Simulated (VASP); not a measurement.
HfNbSe4:

```xyz
6
Lattice="4.5273 0.0000 0.0000 -2.2637 3.9208 0.0000 0.0000 0.0000 8.9107" Properties=species:S:1:pos:R:3 pbc="T T T"
Hf    0.0000    0.0000    1.4216
Nb    0.0000    0.0000    7.3480
Se    0.0000    2.6138    6.0831
Se    2.2637    1.3069    6.0831
Se    0.0000    2.6138    0.4014
Se    2.2637    1.3069    0.4014
```

The cell was built from a structure type or drawn by symmetry, and may not be a known phase.

- Program: VASP 6.6.1
- Task: relaxation of cell and atoms
- Functional: PBE
- Potentials or basis: VASP PAW PBE potentials, release 64 (Hf_pv, Nb_sv, Se)
- Cutoff: 600 eV
- k mesh: 6 × 6 × 2
- Occupations: gaussian, width 0.1 eV
- Spin: collinear spin, zero start
- Starting moments: [0.0, 0.0, 0.0, 0.0, 0.0, 0.0] μB

At the start: pressure 3.9 GPa; volume 26.36 Å³/atom.

**Question.** How do energy, volume and symmetry change on relaxing?

**Answer.** Over 27 steps the energy falls by 444.6 meV/atom and the volume is 27.57 Å³/atom (+4.6 %); space group P6mm (No. 183, to 0.1 Å) before and after; moment 0.00 μB per cell.

Step by step:
```
step  energy change (eV)  largest force (eV/Å)  pressure (GPa)  volume (Å³)
   1              0.0000                2.3930            3.87       158.17
   2             -0.9510                2.2197           -3.17       172.74
   3             -0.9660                2.1090           -3.76       174.24
   4             -1.4122                2.2017           -0.17       164.80
   5             -1.4125                2.2650           -0.01       164.44
   6             -1.7344                1.1467            2.36       160.48
   7             -1.7825                0.6285            4.19       158.19
   8             -1.9969                0.6351            0.64       166.45
   9             -2.0367                1.0506           -1.76       173.35
  10             -2.1428                1.0880           -1.57       174.98
  11             -2.2215                1.2306           -1.33       177.00
  12             -2.2023                1.4852           -1.55       180.99
  13             -2.2420                1.4204           -1.29       178.61
  14             -2.4517                1.2019           -0.02       172.75
  15             -2.5798                0.6521            3.25       160.14
  16             -2.6050                0.4535            1.95       164.54
  17             -2.5374                0.8789           -2.43       170.16
  18             -2.6492                0.3288            0.07       166.69
  19             -2.6564                0.1674           -0.22       167.41
  20             -2.6587                0.1113           -0.53       168.19
  21             -2.6619                0.1460            0.00       166.96
  22             -2.6619                0.1451            0.00       166.99
  23             -2.6644                0.0815            0.04       166.49
  24             -2.6664                0.1087            0.15       165.40
  25             -2.6671                0.0625           -0.16       165.75
  26             -2.6671                0.0661           -0.13       165.72
  27             -2.6678                0.0110           -0.04       165.43
```

Final structure:
```yaml
crystal:
  lattice:
    - [4.75163, 0.00000, 0.00000]
    - [-2.37581, 4.11503, 0.00000]
    - [0.00000, 0.00000, 8.46051]
  atoms:
    - { symbol: Hf, position: [0.00000, 0.00000, 0.05162] }
    - { symbol: Nb, position: [0.00000, 0.00000, 0.70210] }
    - { symbol: Se, position: [0.33333, 0.66667, 0.70938] }
    - { symbol: Se, position: [0.66667, 0.33333, 0.70938] }
    - { symbol: Se, position: [0.33333, 0.66667, 0.13357] }
    - { symbol: Se, position: [0.66667, 0.33333, 0.13357] }
```
